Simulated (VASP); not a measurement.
HgTe:

```
Hg Te
1.0
     0.00000    2.92150    2.92150
     2.92150    0.00000    2.92150
     2.92150    2.92150    0.00000
Hg Te
1 1
Cartesian
  0.0000 0.0000 0.0000
  2.9215 2.9215 2.9215
```

```yaml
Program: VASP 6.6.1
Task: relaxation of cell and atoms
Functional: PBE
Potentials_or_basis: VASP PAW PBE potentials, release 64 (Hg, Te)
Cutoff: 500 eV
k_mesh: 6 × 6 × 6
Occupations: gaussian, width 0.1 eV
Spin: no spin polarisation
```

At the start: pressure 10.6 GPa; volume 24.94 Å³/atom.

Q: Where does the relaxation end?

A: Over 3 steps the energy falls by 114.1 meV/atom and the volume is 28.94 Å³/atom (+16.1 %); space group Fm-3m (No. 225, to 0.1 Å) before and after.

The path:
```csv
step,energy change (eV),largest force (eV/Å),pressure (GPa),volume (Å³)
1,0.0000,0.0000,10.64,49.87
2,-0.1774,0.0000,-3.05,62.81
3,-0.2283,0.0000,0.05,57.88
```

Final structure:
```yaml
crystal:
  lattice:
    - [0.00000, 3.07017, 3.07017]
    - [3.07017, 0.00000, 3.07017]
    - [3.07017, 3.07017, 0.00000]
  atoms:
    - { symbol: Hg, position: [0.00000, 0.00000, 0.00000] }
    - { symbol: Te, position: [0.50000, 0.50000, 0.50000] }
```

Caveat: the volume moved by over 15 % at a fixed basis, so the end points are rough.
